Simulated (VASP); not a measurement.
# Zr (P6_3/mmc) in VASP: further runs

Runs on Zr. Level: r2SCAN. Tasks: single point.

Program: VASP 6.6.1. These are calculated values, not measurements. Logs are shortened: lines on timing, memory, paths and dates and some standing lists are left out, and cuts for length are marked.

### Step 1. The cell of the first run

Symmetry: P6_3/mmc, No. 194, hexagonal system. Conventional cell: a = 3.232 Å, b = 3.232 Å, c = 5.147 Å, α = 90.00°, β = 90.00°, γ = 120.00°. Within 4.2 Å of Zr (site symmetry -6m2) lie 12 Zr at 3.18 to 3.23 Å.

### Step 2. Single point, r2SCAN

File POSCAR:

```
Zr
1.0
    3.2320000000      0.0000000000      0.0000000000
   -1.6160000000      2.7989941050      0.0000000000
    0.0000000000      0.0000000000      5.1470000000
Zr
2
Direct
    0.3333333333      0.6666666667      0.2500000000
    0.6666666667      0.3333333333      0.7500000000
```

File INCAR.step1:

```
SYSTEM = Zr
ALGO     = Normal         ! electronic algorithm
EDIFF    = 1E-4           ! SCF threshold, eV
ENCUT    = 520            ! plane-wave cutoff, eV
GGA      = PE             ! functional
ISMEAR   = 0              ! smearing method
LASPH    = .True.         ! aspherical terms in the spheres
LCHARG   = .False.        ! write CHGCAR
LREAL    = .False.        ! projectors in reciprocal space
LWAVE    = .True.         ! write WAVECAR
NBANDS   = 19             ! bands
NELM     = 80             ! most SCF steps
PREC     = Accurate       ! precision mode
SIGMA    = 0.1            ! smearing width, eV
```

File INCAR.step2:

```
SYSTEM = Zr
ALGO     = Normal         ! electronic algorithm
EDIFF    = 1E-6           ! SCF threshold, eV
ENCUT    = 520            ! plane-wave cutoff, eV
ISIF     = 2              ! what is computed and relaxed
ISMEAR   = 0              ! smearing method
ISTART   = 1            
LASPH    = .True.         ! aspherical terms in the spheres
LCHARG   = .False.        ! write CHGCAR
LMIXTAU  = .True.       
LREAL    = .False.        ! projectors in reciprocal space
LWAVE    = .False.        ! write WAVECAR
METAGGA  = R2SCAN         ! meta-GGA
NBANDS   = 19             ! bands
NELM     = 80             ! most SCF steps
PREC     = Accurate       ! precision mode
SIGMA    = 0.1            ! smearing width, eV
```

File KPOINTS:

```
k-points
0
Gamma
  6 6 4
  0 0 0
```

Potentials or basis: VASP PAW PBE potentials, release 64 (Zr_sv).

Started as:

```
cat potpaw_PBE.64/Zr_sv/POTCAR > POTCAR
cp INCAR.step1 INCAR
mpirun -np 1 vasp_std > vasp.out
cp INCAR.step2 INCAR
mpirun -np 1 vasp_std > vasp.out
```

OUTCAR:

```text
SYSTEM = Zr
   EDIFF = 1E-6
   ENCUT = 520
   ISIF = 2
   ISMEAR = 0
   ISTART = 1
   LASPH = .True.
   LREAL = .False.
   METAGGA = R2SCAN
   NELM = 80
   PREC = Accurate

 ion  position               nearest neighbor table
   1  0.333  0.667  0.250-   2 3.18   2 3.18   2 3.18   2 3.18   2 3.18   2 3.18
   2  0.667  0.333  0.750-   1 3.18   1 3.18   1 3.18   1 3.18   1 3.18   1 3.18

  LATTYP: Found a hexagonal cell.
 ALAT       =     3.2320000000
 C/A-ratio  =     1.5925123762

  Lattice vectors:

 A1 = (   3.2320000000,   0.0000000000,   0.0000000000)
 A2 = (  -1.6160000000,   2.7989941050,   0.0000000000)
 A3 = (   0.0000000000,   0.0000000000,   5.1470000000)

Analysis of symmetry for initial positions (statically):
=====================================================================
 Subroutine PRICEL returns:
 Original cell was already a primitive cell.

 Routine SETGRP: Setting up the symmetry group for a
 hexagonal supercell.

 Subroutine GETGRP returns: Found 24 space group operations
 (whereof 12 operations were pure point group operations)
 out of a pool of 24 trial point group operations.

The static configuration has the point symmetry D_3d.
 The point group associated with its full space group is D_6h.

Analysis of symmetry for dynamics (positions and initial velocities):
=====================================================================
 Subroutine PRICEL returns:
 Original cell was already a primitive cell.

 Routine SETGRP: Setting up the symmetry group for a
 hexagonal supercell.

 Subroutine GETGRP returns: Found 24 space group operations
 (whereof 12 operations were pure point group operations)
 out of a pool of 24 trial point group operations.

The dynamic configuration has the point symmetry D_3d.
 The point group associated with its full space group is D_6h.

 Subroutine INISYM returns: Found 24 space group operations
 (whereof 12 operations are pure point group operations),
 and found     1 'primitive' translations

----------------------------------------------------------------------------------------

                                     Primitive cell

  volume of cell :      46.5616

  direct lattice vectors                    reciprocal lattice vectors
     3.232000000  0.000000000  0.000000000     0.309405941  0.178635603  0.000000000
    -1.616000000  2.798994105  0.000000000     0.000000000  0.357271206  0.000000000
     0.000000000  0.000000000  5.147000000     0.000000000  0.000000000  0.194287935

  length of vectors
     3.232000000  3.232000000  5.147000000     0.357271206  0.357271206  0.194287935

  position of ions in fractional coordinates (direct lattice)
     0.333333333  0.666666667  0.250000000
     0.666666667  0.333333333  0.750000000

  ion indices of the primitive-cell ions
   primitive index   ion index
                 1           1
                 2           2

----------------------------------------------------------------------------------------

 KPOINTS: k-points

Automatic generation of k-mesh.
 Grid dimensions read from file:
 generate k-points for:    6    6    4

 Generating k-lattice:

  Cartesian coordinates                     Fractional coordinates (reciprocal lattice)
     0.051567657  0.029772601  0.000000000     0.166666667 -0.000000000  0.000000000
     0.000000000  0.059545201  0.000000000     0.000000000  0.166666667  0.000000000
     0.000000000  0.000000000  0.048571984     0.000000000  0.000000000  0.250000000

  Length of vectors
     0.059545201  0.059545201  0.048571984

  Shift w.r.t. Gamma in fractional coordinates (k-lattice)
     0.000000000  0.000000000  0.000000000

 Subroutine IBZKPT returns following result:
 ===========================================

 Found     21 irreducible k-points:

 Following reciprocal coordinates:
            Coordinates               Weight
  0.000000  0.000000  0.000000      1.000000
  0.166667  0.000000  0.000000      6.000000
  0.333333  0.000000  0.000000      6.000000
  0.500000 -0.000000  0.000000      3.000000
  0.166667  0.166667  0.000000      6.000000
  0.333333  0.166667  0.000000     12.000000
[... 13 lines left out ...]
  0.333333  0.166667  0.500000     12.000000
  0.333333  0.333333  0.500000      2.000000
   k-points           NKPTS =     21   k-points in BZ     NKDIM =     21   number of bands    NBANDS=     19
   number of dos      NEDOS =    301   number of ions     NIONS =      2
   total plane-waves  NPLWV =  23040
   dimension x,y,z NGX =    24 NGY =   24 NGZ =   40
   dimension x,y,z NGXF=    48 NGYF=   48 NGZF=   80
   ions per type =               2
   NGX,Y,Z   is equivalent  to a cutoff of  12.34, 12.34, 12.92 a.u.
   NGXF,Y,Z  is equivalent  to a cutoff of  24.69, 24.69, 25.84 a.u.
 SYSTEM =  Zr
   PREC   = accura    normal or accurate (medium, high low for compatibility)
   ISTART =      1    job   : 0-new  1-cont  2-samecut
   ICHARG =      0    charge: 1-file 2-atom 10-const
   ISPIN  =      1    spin polarized calculation?
   LNONCOLLINEAR =      F non collinear calculations
   LSORBIT =      F    spin-orbit coupling
   LASPH  =      T    aspherical Exc in radial PAW
   ENCUT  =  520.0 eV  38.22 Ry    6.18 a.u.   6.01  6.01  9.57*2*pi/ulx,y,z
   NELM   =     80;   NELMIN=  2; NELMDL=  0     # of ELM steps
   EDIFF  = 0.1E-05   stopping-criterion for ELM
   LREAL  =      F    real-space projection
   EDIFFG = 0.1E-04   stopping-criterion for IOM
   NSW    =      0    number of steps for IOM
   IBRION =     -1    ionic relax: 0-MD 1-quasi-New 2-CG
   NFREE  =      0    steps in history (QN), initial steepest desc. (CG)
   ISIF   =      2    stress and relaxation
   ISYM   =      2    0-nonsym 1-usesym 2-fastsym
   POTIM  = 0.5000    time-step for ionic-motion
   TEBEG  =    0.0;   TEEND  =   0.0 temperature during run
   PSTRESS=    0.0 pullay stress
   NELECT =      24.0000    total number of electrons
   NUPDOWN=      -1.0000    fix difference up-down
   EMIN   =  10.00;   EMAX   =-10.00  energy-range for DOS
   EFERMI =   0.00;   METHOD = LEGACY
   ISMEAR =     0;   SIGMA  =   0.10  broadening in eV -4-tet -1-fermi 0-gaus
   EFERMI_NEDOS =   21; number of points for ismear=-14 and -15
   IALGO  =     38    algorithm
   IMIX   =      4    mixing-type and parameters
     AMIX     =   0.40;   BMIX     =  1.00
     AMIX_MAG =   1.60;   BMIX_MAG =  1.00
  volume/ion in A,a.u.               =      23.28       157.11
  Fermi-wavevector in a.u.,A,eV,Ry     =   1.312611  2.480475 23.442130  1.722948
  Thomas-Fermi vector in A             =   2.442991
   LORBIT       =      0    0 simple, 1 ext, 2 COOP (PROOUT), +10 PAW based schemes
   METAGGA = R2SCAN    functional components
   LHFCALC =     F    Hartree Fock is set to
   AEXX    =    0.0000 exact exchange contribution
   IVDW    =     0    specifies the selected vdW correction
   LEPSILON=     F    determine dielectric tensor
   LRPA    =     F    only Hartree local field effects (RPA)
 non-spin polarized calculation
 Gauss-broadening in eV      SIGMA  =   0.10
  energy-cutoff  :      520.00
  volume of cell :       46.56
 maximum number of plane-waves:      1284
   NGX = 13   NGY = 13   NGZ = 19

 number of electron      24.0000000 magnetization

 Free energy of the ion-electron system (eV)
  ---------------------------------------------------
  ext. energy  EPLUGINS =         0.00000000
  ---------------------------------------------------
  free energy    TOTEN  =       -45.49123578 eV

  energy without entropy =      -45.48118558  energy(sigma->0) =      -45.48621068

 E-fermi :   9.1171     XC(G=0): -11.9494

 val. band max:        9.0614571356   @ k =   0.0000   0.0000   0.5000
 cond. band min:       9.1242658313   @ k =   0.3333   0.3333   0.2500
 fundamental gap:      0.0628086958
 Fermi energy:         9.1171272274

 k-point     1 :       0.0000    0.0000    0.0000
  band No.  band energies     occupation
      1     -41.5032      2.00000
      2     -41.3362      2.00000
      3     -19.3703      2.00000
      4     -18.4417      2.00000
      5     -18.4417      2.00000
      6     -18.3104      2.00000
[... 11 lines left out ...]
     18      11.4386      0.00000
     19      13.7668      0.00000

 k-point     2 :       0.1667    0.0000    0.0000
  band No.  band energies     occupation
      1     -41.4709      2.00000
      2     -41.3234      2.00000
      3     -19.2833      2.00000
      4     -18.6267      2.00000
      5     -18.5006      2.00000
      6     -18.4843      2.00000
[... 11 lines left out ...]
     18      11.4555      0.00000
     19      14.1698      0.00000

 k-point     3 :       0.3333    0.0000    0.0000
  band No.  band energies     occupation
      1     -41.3999      2.00000
      2     -41.3035      2.00000
      3     -19.0707      2.00000
      4     -18.9957      2.00000
      5     -18.8314      2.00000
      6     -18.6093      2.00000
[... 11 lines left out ...]
     18      13.1986      0.00000
     19      14.5714      0.00000

 k-point     4 :       0.5000   -0.0000    0.0000
  band No.  band energies     occupation
      1     -41.3560      2.00000
      2     -41.3015      2.00000
      3     -19.1777      2.00000
      4     -18.9943      2.00000
      5     -18.9118      2.00000
      6     -18.6607      2.00000
[... 11 lines left out ...]
     18      14.6768      0.00000
     19      15.4612      0.00000

 k-point     5 :       0.1667    0.1667    0.0000
  band No.  band energies     occupation
      1     -41.4189      2.00000
      2     -41.3073      2.00000
      3     -19.1317      2.00000
      4     -18.8202      2.00000
      5     -18.8063      2.00000
      6     -18.5581      2.00000
[... 11 lines left out ...]
     18      13.0510      0.00000
     19      14.2748      0.00000
[... 268 lines left out ...]
      2     -41.3287      2.00000
      3     -19.2552      2.00000
      4     -19.2552      2.00000
      5     -18.5628      2.00000
      6     -18.5628      2.00000
[... 11 lines left out ...]
     18      14.4654      0.00000
     19      14.5342      0.00000

 k-point    19 :       0.1667    0.1667    0.5000
  band No.  band energies     occupation
      1     -41.3634      2.00000
      2     -41.3634      2.00000
      3     -19.0242      2.00000
      4     -19.0242      2.00000
      5     -18.5841      2.00000
      6     -18.5841      2.00000
[... 11 lines left out ...]
     18      13.3851      0.00000
     19      13.9676      0.00000

 k-point    20 :       0.3333    0.1667    0.5000
  band No.  band energies     occupation
      1     -41.3288      2.00000
      2     -41.3288      2.00000
      3     -19.1763      2.00000
      4     -19.1763      2.00000
      5     -18.6982      2.00000
      6     -18.6982      2.00000
[... 11 lines left out ...]
     18      14.0429      0.00000
     19      15.3980      0.00000

 k-point    21 :       0.3333    0.3333    0.5000
  band No.  band energies     occupation
      1     -41.3172      2.00000
      2     -41.3172      2.00000
      3     -19.1223      2.00000
      4     -19.1223      2.00000
      5     -18.8660      2.00000
      6     -18.8660      2.00000
[... 11 lines left out ...]
     18      13.6724      0.00000
     19      17.4615      0.00000

------------------------ aborting loop because EDIFF is reached ----------------------------------------

  FORCE on cell =-STRESS in cart. coord.  units (eV):
  Direction    XX          YY          ZZ          XY          YZ          ZX
  --------------------------------------------------------------------------------------
  -------------------------------------------------------------------------------------
  Total        0.1525399      0.1525399      0.2494757      0.0000000      0.0000000      0.0000000
  in kB        5.2488796      5.2488796      8.5844287      0.0000000      0.0000000      0.0000000
  external PRESSURE =       6.3607293 kB  Pullay stress =       0.0000000 kB

 VOLUME and BASIS-vectors are now :
 -----------------------------------------------------------------------------
  energy-cutoff  :      520.00
  volume of cell :       46.56
      direct lattice vectors                 reciprocal lattice vectors
     3.232000000  0.000000000  0.000000000     0.309405941  0.178635603  0.000000000
    -1.616000000  2.798994105  0.000000000     0.000000000  0.357271206  0.000000000
     0.000000000  0.000000000  5.147000000     0.000000000  0.000000000  0.194287935

 POSITION                                       TOTAL-FORCE (eV/Angst)
 -----------------------------------------------------------------------------------
     -0.00000      1.86600      1.28675        -0.000000      0.000000      0.000000
      1.61600      0.93300      3.86025         0.000000     -0.000000      0.000000
 -----------------------------------------------------------------------------------
    total drift:                               -0.000000      0.000000     -0.000000

  FREE ENERGIE OF THE ION-ELECTRON SYSTEM (eV)
  ---------------------------------------------------
  free  energy   TOTEN  =       -45.4912357752 eV

  energy  without entropy=      -45.4811855766  energy(sigma->0) =      -45.48621068
```

Run time: 58 s. Hardware: 1 thread of Intel Xeon Platinum 8175M at 2.50GHz (Skylake/Cascade Lake), shared host; peak memory 0.16 GiB.

What came out:

* Free energy: -45.4912 eV
* Pressure: 0.6 GPa
* Band gap on the k mesh: zero (band 12 reaches 10.02 eV, above the bottom of band 13 at 8.91 eV)

Caveat: the k points lie up to 0.37 Å⁻¹ apart; the PAW data sets were made with another functional, which shifts forces and pressure a little.

### Step 3. Single point, r2SCAN

This run uses another cell than the first one, of 23.50 Å³/atom, 1.009 times its volume.

File POSCAR:

```
Zr
1.0
    3.2463687180      0.0000000000      0.0000000000
   -1.6231843590      2.8114377799      0.0000000000
    0.0000000000      0.0000000000      5.1499875950
Zr
2
Direct
    0.3333333333      0.6666666667      0.2500000000
    0.6666666667      0.3333333333      0.7500000000
```

File INCAR.step1:

```
SYSTEM = Zr
PREC = Accurate
ENCUT = 520
ISMEAR = 0
SIGMA = 0.1
LREAL = .FALSE.
LASPH = .TRUE.
NELM = 80
NBANDS = 19
GGA = PE
ALGO = Normal
EDIFF = 1E-4
LWAVE = .TRUE.
LCHARG = .FALSE.
```

File INCAR.step2:

```
SYSTEM = Zr
PREC = Accurate
ENCUT = 520
EDIFF = 1E-6
ISMEAR = 0
SIGMA = 0.1
LREAL = .FALSE.
LASPH = .TRUE.
NELM = 80
ALGO = Normal
ISIF = 2
LWAVE = .FALSE.
LCHARG = .FALSE.
METAGGA = R2SCAN
LMIXTAU = .TRUE.
NBANDS = 19
ISTART = 1
```

File KPOINTS:

```
regular mesh
0
G
  15 15 8
  0 0 0
```

Potentials or basis: VASP PAW PBE potentials, release 64 (Zr_sv).

Started as:

```
cat potpaw_PBE.64/Zr_sv/POTCAR > POTCAR
cp INCAR.step1 INCAR
mpirun -np 1 vasp_std > vasp.out
cp INCAR.step2 INCAR
mpirun -np 1 vasp_std > vasp.out
```

Wall time 3.3 min (1 thread of Intel Xeon Platinum 8488C (Sapphire Rapids), shared host); peak memory 0.24 GiB.

It converged, with:

```
Free energy            : -45.5059 eV
Pressure               : 0.0 GPa
Band gap on the k mesh : zero (band 12 reaches 9.91 eV, above the bottom of band 13 at 8.64 eV)
```

Levels at points of the mesh, in eV from the Fermi level:
| k point | band 9 | band 10 | band 11 | band 12 | band 13 | band 14 | band 15 | band 16 |
| --- | --- | --- | --- | --- | --- | --- | --- | --- |
| (0.00, 0.00, 0.00) | -6.01 | -3.19 | 0.95 | 0.95 | 1.01 | 1.15 | 1.70 | 1.70 |
| (0.00, 0.00, 0.50) | -4.22 | -4.22 | 0.02 | 0.02 | 0.86 | 0.86 | 0.86 | 0.86 |

Caveat: the PAW data sets were made with another functional, which shifts forces and pressure a little.

### Step 4. Single point, r2SCAN

This run uses another cell than the first one, of 23.54 Å³/atom, 1.011 times its volume.

File POSCAR:

```
Zr
1.0
    3.2434246603      0.0000000000      0.0000000000
   -1.6217123301      2.8088881511      0.0000000000
    0.0000000000      0.0000000000      5.1676536183
Zr
2
Direct
    0.3333333333      0.6666666667      0.2500000000
    0.6666666667      0.3333333333      0.7500000000
```

File INCAR.step1:

```
PREC = Accurate
ENCUT = 520
ISMEAR = -1
SIGMA = 0.15
LREAL = False
LASPH = True
NELM = 60
NBANDS = 19
GGA = PE
ALGO = Normal
EDIFF = 1E-4
LWAVE = True
LCHARG = False
```

File INCAR.step2:

```
PREC = Accurate
ENCUT = 520
EDIFF = 1E-6
ISMEAR = -1
SIGMA = 0.15
LREAL = False
LASPH = True
NELM = 60
ALGO = Normal
ISIF = 2
LWAVE = False
LCHARG = False
METAGGA = R2SCAN
LMIXTAU = True
NBANDS = 19
ISTART = 1
```

File KPOINTS:

```
regular mesh
0
Gamma
  15 15 8
```

Started as:

```
cat potpaw_PBE.64/Zr_sv/POTCAR > POTCAR
cp INCAR.step1 INCAR
mpirun -np 1 vasp_std > vasp.out
cp INCAR.step2 INCAR
mpirun -np 1 vasp_std > vasp.out
```

Wall time 3.9 min (1 thread of Intel Xeon Platinum 8488C (Sapphire Rapids), shared host); peak memory 0.24 GiB.

The run converged. Its results:

| Property | Result |
| --- | --- |
| Free energy | -45.5686 eV |
| Pressure | 0.0 GPa |
| Band gap on the k mesh | zero (band 12 reaches 9.90 eV, above the bottom of band 13 at 8.62 eV) |

Levels at points of the mesh, in eV from the Fermi level:
```csv
k point,band 10,band 11,band 12,band 13,band 14,band 15
"(0.00, 0.00, 0.00)",-3.13,1.02,1.02,1.03,1.18,1.76
"(0.00, 0.00, 0.50)",-4.16,0.07,0.07,0.94,0.94,0.94
```

Caveat: the PAW data sets were made with another functional, which shifts forces and pressure a little.

### Step 5. Overview

| cell | k mesh | smearing | gap on the mesh (eV) | pressure (GPa) |
| --- | --- | --- | --- | --- |
| a = 3.232, b = 3.232, c = 5.147 Å, angles 90.0, 90.0, 120.0°, 2 atoms | 6 × 6 × 4 | gaussian 0.1 eV | none | 0.6 |
| a = 3.246, b = 3.246, c = 5.150 Å, angles 90.0, 90.0, 120.0°, 2 atoms | 15 × 15 × 8 | gaussian 0.1 eV | none | 0.0 |
| a = 3.243, b = 3.243, c = 5.168 Å, angles 90.0, 90.0, 120.0°, 2 atoms | 15 × 15 × 8 | fermi-dirac 0.15 eV | none | 0.0 |

Alike in all rows: task single point; level r2SCAN; potentials or basis VASP PAW PBE potentials, release 64 (Zr_sv); no spin polarisation; cutoff (eV) 520.

Caveats: some runs use coarse meshes; the PAW data sets were made with another functional, which shifts forces and pressure a little.

Absolute energies hang on the potentials; compare differences alone.
